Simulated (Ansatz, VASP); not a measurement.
## Two plane-wave programs on Be3Zn2Se5

```
Be Zn Se
1.0
    -0.00010   -3.81405    0.00028
     3.81402    0.00010    0.00012
    -1.90691    1.90723   13.57329
Be Zn Se
3 2 5
Cartesian
  0.0002 0.0002 0.0002
  1.9070 -1.9068 2.4986
  0.0001 0.0005 11.0753
  0.0005 0.0006 5.2632
  1.9063 -1.9077 8.3101
  0.0000 -1.9067 3.7264
  1.9072 -0.0006 6.7868
  -0.0006 -1.9068 9.8474
  1.9071 0.0003 12.3261
  1.9072 0.0002 1.2474
```

Change from the starting cell: cell x1, atoms moved at random (sigma 0.05 Å) and cell strained at random (1.5 %), then relaxed without symmetry.

Alike in both runs: functional PBE; k mesh 4 × 4 × 4; occupations gaussian, width 0.1 eV; no spin polarisation.

Ansatz relaxed the structure, and its values are those at the end. VASP's run is a single point on that final structure, the one shown.

|  | VASP | Ansatz |
| --- | --- | --- |
| version | VASP 6.6.1 | Ansatz 0.2.0 |
| potentials or method | VASP PAW PBE potentials, release 64 (Be, Zn, Se), cutoff 520 eV | scalar-relativistic, plane waves, PAW |
| valence electrons in the cell | 60 | 110 |

|  | VASP | Ansatz | Ansatz less VASP |
| --- | --- | --- | --- |
| gap on the k mesh at the Fermi level (eV) | 2.37 | 2.37 | -0.003 |
| least direct gap on the mesh (eV) | 2.37 | 2.37 | -0.003 |
| pressure (GPa) | 0.2 | 0.0 | -0.20 |
| rms of the force components (eV/Å) | 0.005 | 0.002 | -0.0026 |

The functional is the same, so the differences come from potentials, cutoffs and numerics. VASP's potentials hold 60 valence electrons a cell and Ansatz's 110, so a difference there can come from the potentials and not from the codes.
